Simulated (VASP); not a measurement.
Write the native input for VASP 6.6.1 that does the following.

| Item | Value |
| --- | --- |
| Task | single point |
| Functional | PBEsol |
| Potentials or basis | VASP PAW PBE potentials, release 64 (Au) |
| Cutoff | 520 eV |
| k mesh | 12 × 12 × 6 |
| Occupations | gaussian, width 0.1 eV |
| Spin | no spin polarisation |
| Dipole correction | no |
| Further INCAR settings | ALGO = Fast; EDIFF = 1e-06; NBANDS = 18 |

The structure of Au lies in POSCAR:

```
Au
1.0
    1.3765904572     -2.5578416875     -0.0364534167
    1.4185444578      2.5810074350      0.0013541817
   -0.0608464880      0.0361901094      4.9685663764
Au
2
Direct
    0.6464970626      0.3230456515      0.2532787502
    0.3022856735      0.6592323313      0.7401851646
```

This cell differs from its parent crystal: atoms moved at random and the cell strained at random.

The input as run:

INCAR

```
PREC     = Accurate       # precision mode
ENCUT    = 520            # plane-wave cutoff, eV
EDIFF    = 1E-6           # SCF threshold, eV
ISMEAR   = 0              # smearing method
SIGMA    = 0.1            # smearing width, eV
LREAL    = False          # projectors in reciprocal space
LASPH    = True           # aspherical terms in the spheres
NELM     = 60             # most SCF steps
ALGO     = Fast           # electronic algorithm
ISIF     = 2              # what is computed and relaxed
LWAVE    = False          # write WAVECAR
LCHARG   = False          # write CHGCAR
GGA      = PS             # functional
NBANDS   = 18             # bands
```

KPOINTS

```
regular mesh
0
Gamma
  12 12 6
```

Potentials or basis: VASP PAW PBE potentials, release 64 (Au).

Command:

```console
$ cat potpaw_PBE.64/Au/POTCAR > POTCAR
$ mpirun -np 1 vasp_std > vasp.out
```

Results of the run:

```yaml
Pressure: -6.0 GPa
Largest_force: 0.367 eV/Å
Band_gap_on_the_k_mesh: zero (band 11 reaches 12.20 eV, above the bottom of band 12 at 6.20 eV)
```

Caveat: the cell differs from its parent crystal (atoms moved at random and the cell strained at random); the PAW data sets were made with another functional, which shifts forces and pressure a little; spin-orbit coupling is left out, which moves the levels of the heavy elements.

It took 3.9 min on 1 thread of AMD EPYC 7R13 Processor (Zen 3), with other jobs on the host, peak memory 0.31 GiB.
